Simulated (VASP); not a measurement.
# Ru (P6_3/mmc) in VASP: notebook

Ru is run at these levels: PBEsol; tasks: relaxation of shape and atoms at fixed volume.

All numbers are computed with VASP 6.6.1; they aren't measurements. Logs are shortened: lines on timing, memory, paths and dates and some standing lists are left out, and cuts for length are marked.

**1. The cell of the first run**

The structure is hexagonal, space group P6_3/mmc (No. 194). The conventional cell has a = 2.497 Å, b = 2.497 Å, c = 3.946 Å, α = 90.00°, β = 90.00°, γ = 120.00°. Ru (site symmetry -6m2) has 12 Ru at 2.44 to 2.50 Å within 3.2 Å.

**2. Relaxation of shape and atoms at fixed volume, PBEsol**

File INCAR:

```
SYSTEM = Ru
PREC = Accurate ; ENCUT = 600
EDIFF = 1E-7 ; ISMEAR = -1
SIGMA = 0.08 ; LREAL = .False.
LASPH = .True. ; NELM = 60
ALGO = Normal ; ISIF = 4
LWAVE = .False. ; LCHARG = .False.
GGA = PS ; IBRION = 2
NSW = 50 ; EDIFFG = -0.005
```

File KPOINTS:

```
regular mesh
0
Gamma
  18 18 10
  0 0 0
```

File POSCAR:

```
Ru
1.0
    2.4974370469      0.0000000000      0.0000000000
   -1.2487185235      2.1628439270      0.0000000000
    0.0000000000      0.0000000000      3.9463963742
Ru
2
Direct
    0.3333333333      0.6666666667      0.2500000000
    0.6666666667      0.3333333333      0.7500000000
```

Potentials or basis: VASP PAW PBE potentials, release 64 (Ru_pv).

Command:

```console
cat potpaw_PBE.64/Ru_pv/POTCAR > POTCAR
mpirun -np 1 vasp_std > vasp.out
```

OUTCAR:

```text
SYSTEM = Ru
   PREC = Accurate
   ENCUT = 600
   EDIFF = 1E-7
   ISMEAR = -1
   LREAL = .False.
   LASPH = .True.
   NELM = 60
   ISIF = 4
   GGA = PS
   IBRION = 2
   NSW = 50
   EDIFFG = -0.005

 ion  position               nearest neighbor table
   1  0.333  0.667  0.250-   2 2.44   2 2.44   2 2.44   2 2.44   2 2.44   2 2.44
   2  0.667  0.333  0.750-   1 2.44   1 2.44   1 2.44   1 2.44   1 2.44   1 2.44

  LATTYP: Found a hexagonal cell.
 ALAT       =     2.4974370469
 C/A-ratio  =     1.5801785191

  Lattice vectors:

 A1 = (   2.4974370469,   0.0000000000,   0.0000000000)
 A2 = (  -1.2487185235,   2.1628439270,   0.0000000000)
 A3 = (   0.0000000000,   0.0000000000,   3.9463963742)

Analysis of symmetry for initial positions (statically):
=====================================================================
 Subroutine PRICEL returns:
 Original cell was already a primitive cell.

 Routine SETGRP: Setting up the symmetry group for a
 hexagonal supercell.

 Subroutine GETGRP returns: Found 24 space group operations
 (whereof 12 operations were pure point group operations)
 out of a pool of 24 trial point group operations.

The static configuration has the point symmetry D_3d.
 The point group associated with its full space group is D_6h.

Analysis of symmetry for dynamics (positions and initial velocities):
=====================================================================
 Subroutine PRICEL returns:
 Original cell was already a primitive cell.

 Routine SETGRP: Setting up the symmetry group for a
 hexagonal supercell.

 Subroutine GETGRP returns: Found 24 space group operations
 (whereof 12 operations were pure point group operations)
 out of a pool of 24 trial point group operations.

The dynamic configuration has the point symmetry D_3d.
 The point group associated with its full space group is D_6h.

 Subroutine INISYM returns: Found 24 space group operations
 (whereof 12 operations are pure point group operations),
 and found     1 'primitive' translations

----------------------------------------------------------------------------------------

                                     Primitive cell

  volume of cell :      21.3167

  direct lattice vectors                    reciprocal lattice vectors
     2.497437047  0.000000000  0.000000000     0.400410493  0.231177106  0.000000000
    -1.248718524  2.162843927  0.000000000     0.000000000  0.462354212  0.000000000
     0.000000000  0.000000000  3.946396374     0.000000000  0.000000000  0.253395733

  length of vectors
     2.497437047  2.497437047  3.946396374     0.462354212  0.462354212  0.253395733

  position of ions in fractional coordinates (direct lattice)
     0.333333333  0.666666667  0.250000000
     0.666666667  0.333333333  0.750000000

  ion indices of the primitive-cell ions
   primitive index   ion index
                 1           1
                 2           2

----------------------------------------------------------------------------------------

 KPOINTS: regular mesh

Automatic generation of k-mesh.
 Grid dimensions read from file:
 generate k-points for:   18   18   10

 Generating k-lattice:

  Cartesian coordinates                     Fractional coordinates (reciprocal lattice)
     0.022245027  0.012843173  0.000000000     0.055555556  0.000000000  0.000000000
     0.000000000  0.025686345  0.000000000     0.000000000  0.055555556  0.000000000
     0.000000000  0.000000000  0.025339573     0.000000000  0.000000000  0.100000000

  Length of vectors
     0.025686345  0.025686345  0.025339573

  Shift w.r.t. Gamma in fractional coordinates (k-lattice)
     0.000000000  0.000000000  0.000000000

 Subroutine IBZKPT returns following result:
 ===========================================

 Found    222 irreducible k-points:

 Following reciprocal coordinates:
            Coordinates               Weight
  0.000000  0.000000  0.000000      1.000000
  0.055556 -0.000000  0.000000      6.000000
  0.111111 -0.000000  0.000000      6.000000
  0.166667  0.000000  0.000000      6.000000
  0.222222 -0.000000  0.000000      6.000000
  0.277778 -0.000000  0.000000      6.000000
[... 16 lines left out ...]
  0.333333  0.111111  0.000000     12.000000
  0.388889  0.111111  0.000000     12.000000
 [... further k-points ...]
   k-points           NKPTS =    222   k-points in BZ     NKDIM =    222   number of bands    NBANDS=     18
   number of dos      NEDOS =    301   number of ions     NIONS =      2
   total plane-waves  NPLWV =  12800
   dimension x,y,z NGX =    20 NGY =   20 NGZ =   32
   dimension x,y,z NGXF=    40 NGYF=   40 NGZF=   64
   ions per type =               2
   NGX,Y,Z   is equivalent  to a cutoff of  13.31, 13.31, 13.48 a.u.
   NGXF,Y,Z  is equivalent  to a cutoff of  26.63, 26.63, 26.96 a.u.
 SYSTEM =  Ru
   PREC   = accura    normal or accurate (medium, high low for compatibility)
   ISTART =      0    job   : 0-new  1-cont  2-samecut
   ICHARG =      2    charge: 1-file 2-atom 10-const
   ISPIN  =      1    spin polarized calculation?
   LNONCOLLINEAR =      F non collinear calculations
   LSORBIT =      F    spin-orbit coupling
   LASPH  =      T    aspherical Exc in radial PAW
   ENCUT  =  600.0 eV  44.10 Ry    6.64 a.u.   4.99  4.99  7.88*2*pi/ulx,y,z
   NELM   =     60;   NELMIN=  2; NELMDL= -5     # of ELM steps
   EDIFF  = 0.1E-06   stopping-criterion for ELM
   LREAL  =      F    real-space projection
   EDIFFG = -.5E-02   stopping-criterion for IOM
   NSW    =     50    number of steps for IOM
   IBRION =      2    ionic relax: 0-MD 1-quasi-New 2-CG
   NFREE  =      1    steps in history (QN), initial steepest desc. (CG)
   ISIF   =      4    stress and relaxation
   ISYM   =      2    0-nonsym 1-usesym 2-fastsym
   POTIM  = 0.5000    time-step for ionic-motion
   TEBEG  =    0.0;   TEEND  =   0.0 temperature during run
   PSTRESS=    0.0 pullay stress
   NELECT =      28.0000    total number of electrons
   NUPDOWN=      -1.0000    fix difference up-down
   EMIN   =  10.00;   EMAX   =-10.00  energy-range for DOS
   EFERMI =   0.00;   METHOD = LEGACY
   ISMEAR =    -1;   SIGMA  =   0.08  broadening in eV -4-tet -1-fermi 0-gaus
   EFERMI_NEDOS =   21; number of points for ismear=-14 and -15
   IALGO  =     38    algorithm
   IMIX   =      4    mixing-type and parameters
     AMIX     =   0.40;   BMIX     =  1.00
     AMIX_MAG =   1.60;   BMIX_MAG =  1.00
  volume/ion in A,a.u.               =      10.66        71.93
  Fermi-wavevector in a.u.,A,eV,Ry     =   1.792892  3.388074 43.735387  3.214460
  Thomas-Fermi vector in A             =   2.855163
   LORBIT       =      0    0 simple, 1 ext, 2 COOP (PROOUT), +10 PAW based schemes
   GGA     = PS    functional components
   LHFCALC =     F    Hartree Fock is set to
   AEXX    =    0.0000 exact exchange contribution
   IVDW    =     0    specifies the selected vdW correction
   LEPSILON=     F    determine dielectric tensor
   LRPA    =     F    only Hartree local field effects (RPA)
 conjugate gradient relaxation of ions
 non-spin polarized calculation
  energy-cutoff  :      600.00
  volume of cell :       21.32
 maximum number of plane-waves:       732
 NGX is ok and might be reduce to    20
   NGX =  9   NGY =  9   NGZ = 15

--------------------------------------- Ionic step        1  -------------------------------------------

 number of electron      27.9999994 magnetization

 Free energy of the ion-electron system (eV)
  ---------------------------------------------------
  ext. energy  EPLUGINS =         0.00000000
  ---------------------------------------------------
  free energy    TOTEN  =       -18.57884402 eV

  energy without entropy =      -18.55431434  energy(sigma->0) =      -18.56657918

------------------------ aborting loop because EDIFF is reached ----------------------------------------

  FORCE on cell =-STRESS in cart. coord.  units (eV):
  Direction    XX          YY          ZZ          XY          YZ          ZX
  --------------------------------------------------------------------------------------
  -------------------------------------------------------------------------------------
  Total       17.1753478     17.1753478     18.2779601     -0.0000000      0.0000000      0.0000000
  in kB     1290.9091771   1290.9091772   1373.7821585     -0.0000000      0.0000000      0.0000000
  external PRESSURE =    1318.5335043 kB  Pullay stress =       0.0000000 kB
[... 57 lines left out ...]
  energy  without entropy=      -18.5427226213  energy(sigma->0) =      -18.55470961

--------------------------------------- Ionic step        3  -------------------------------------------

 number of electron      27.9999994 magnetization

 Free energy of the ion-electron system (eV)
  ---------------------------------------------------
  ext. energy  EPLUGINS =         0.00000000
  ---------------------------------------------------
  free energy    TOTEN  =       -18.58184593 eV

  energy without entropy =      -18.55742710  energy(sigma->0) =      -18.56963652

 E-fermi :  17.6582     XC(G=0): -15.8294

 val. band max:       17.6448117693   @ k =   0.1667   0.1111   0.3000
 cond. band min:      17.6675643110   @ k =   0.4444   0.0556   0.2000
 fundamental gap:      0.0227525417
 Fermi energy:        17.6581534613

 k-point     1 :       0.0000    0.0000    0.0000
  band No.  band energies     occupation
      1     -27.2002      2.00000
      2     -25.1721      2.00000
      3     -25.1721      2.00000
      4     -24.8317      2.00000
      5     -24.8317      2.00000
      6     -24.7586      2.00000
[... 10 lines left out ...]
     17      19.3305      0.00000
     18      19.3459      0.00000
[... 466 lines left out ...]
      2     -26.3687      2.00000
      3     -26.1651      2.00000
      4     -25.7737      2.00000
      5     -25.3688      2.00000
      6     -25.2175      2.00000
[... 10 lines left out ...]
     17      23.0144      0.00000
     18      27.4853      0.00000

 [... further k-points ...]
[... 5 lines left out ...]
  --------------------------------------------------------------------------------------
  -------------------------------------------------------------------------------------
  Total       17.5168488     17.5168488     17.5092194     -0.0000000      0.0000000      0.0000000
  in kB     1316.5765935   1316.5765935   1316.0031581     -0.0000000      0.0000000      0.0000000
  external PRESSURE =    1316.3854484 kB  Pullay stress =       0.0000000 kB
[... 17 lines left out ...]
  FREE ENERGIE OF THE ION-ELECTRON SYSTEM (eV)
  ---------------------------------------------------
  free  energy   TOTEN  =       -18.5818459307 eV

  energy  without entropy=      -18.5574271042  energy(sigma->0) =      -18.56963652

 reached required accuracy - stopping structural energy minimisation
```

Wall time 2.7 min (1 thread of Intel Xeon Platinum 8488C (Sapphire Rapids), shared host); peak memory 0.2 GiB.

Results:

```yaml
Free_energy: -18.5818 eV
Energy_gained_by_relaxing: 1.5 meV/atom
Ionic_steps: 3
Pressure_after_relaxing: 131.6 GPa
Band_gap_on_the_k_mesh: zero (bands 14 and 15 overlap by 4.59 eV)
```

The path:
| step | energy change (eV) | largest force (eV/Å) | pressure (GPa) | volume (Å³) |
| --- | --- | --- | --- | --- |
| 1 | 0.0000 | 0.0000 | 131.85 | 21.32 |
| 2 | 0.0121 | 0.0000 | 131.51 | 21.32 |
| 3 | -0.0030 | 0.0000 | 131.64 | 21.32 |

Final structure:
```
Ru
1.0
     2.49060    0.00000    0.00000
    -1.24530    2.15692    0.00000
     0.00000    0.00000    3.96810
Ru
2
Direct
  0.33333 0.66667 0.25000
  0.66667 0.33333 0.75000
```

Caveat: the PAW data sets were made with another functional, which shifts forces and pressure a little.

**3. Relaxation of shape and atoms at fixed volume, PBEsol**

This run uses another cell than the first one, of 11.99 Å³/atom.

File INCAR:

```
SYSTEM = Ru
ALGO = Normal ; EDIFF = 1E-6
EDIFFG = -0.005 ; ENCUT = 600
GGA = PS ; IBRION = 2
ISIF = 4 ; ISMEAR = -1
LASPH = .TRUE. ; LCHARG = .FALSE.
LREAL = .FALSE. ; LWAVE = .FALSE.
NELM = 60 ; NSW = 50
PREC = Accurate ; SIGMA = 0.08
```

File KPOINTS:

```
k-points
0
G
  18 18 10
  0 0 0
```

File POSCAR:

```
Ru
1.0
    2.5974392002      0.0000000000      0.0000000000
   -1.2987196001      2.2494483322      0.0000000000
    0.0000000000      0.0000000000      4.1044176286
Ru
2
Direct
    0.3333333333      0.6666666667      0.2500000000
    0.6666666667      0.3333333333      0.7500000000
```

Potentials or basis: VASP PAW PBE potentials, release 64 (Ru_pv).

Command:

```console
cat potpaw_PBE.64/Ru_pv/POTCAR > POTCAR
mpirun -np 1 vasp_std > vasp.out
```

Wall time 2.3 min (1 thread of Intel Xeon Platinum 8488C (Sapphire Rapids), shared host); peak memory 0.23 GiB.

It converged, with:

* Free energy: -20.0028 eV
* Energy gained by relaxing: 0.3 meV/atom
* Ionic steps: 3
* Pressure after relaxing: 47.1 GPa
* Band gap on the k mesh: zero (bands 14 and 15 overlap by 3.80 eV)

Step by step:
| step | energy change (eV) | largest force (eV/Å) | pressure (GPa) | volume (Å³) |
| --- | --- | --- | --- | --- |
| 1 | 0.0000 | 0.0000 | 47.13 | 23.98 |
| 2 | 0.0008 | 0.0000 | 47.00 | 23.98 |
| 3 | -0.0006 | 0.0000 | 47.09 | 23.98 |

Final structure:
```yaml
crystal:
  lattice:
    - [2.59367, 0.00000, 0.00000]
    - [-1.29684, 2.24618, 0.00000]
    - [0.00000, 0.00000, 4.11636]
  atoms:
    - { symbol: Ru, position: [0.33333, 0.66667, 0.25000] }
    - { symbol: Ru, position: [0.66667, 0.33333, 0.75000] }
```

Levels at points of the mesh, in eV from the Fermi level:
| k point | band 10 | band 11 | band 12 | band 13 | band 14 | band 15 | band 16 | band 17 | band 18 |
| --- | --- | --- | --- | --- | --- | --- | --- | --- | --- |
| (0.00, 0.00, 0.00) | -3.15 | -2.96 | -2.32 | -2.32 | -1.65 | -1.65 | 1.40 | 1.43 | 1.43 |
| (0.50, 0.00, 0.00) | -3.62 | -2.46 | -2.01 | -1.81 | 1.80 | 2.31 | 2.37 | 4.83 | 7.10 |
| (0.00, 0.00, 0.50) | -3.33 | -3.33 | -3.33 | -3.16 | -3.16 | 0.69 | 0.69 | 0.69 | 0.69 |
| (0.50, 0.00, 0.50) | -5.47 | -1.27 | -1.27 | 0.54 | 0.54 | 2.10 | 2.10 | 3.93 | 3.93 |

Caveat: the PAW data sets were made with another functional, which shifts forces and pressure a little.
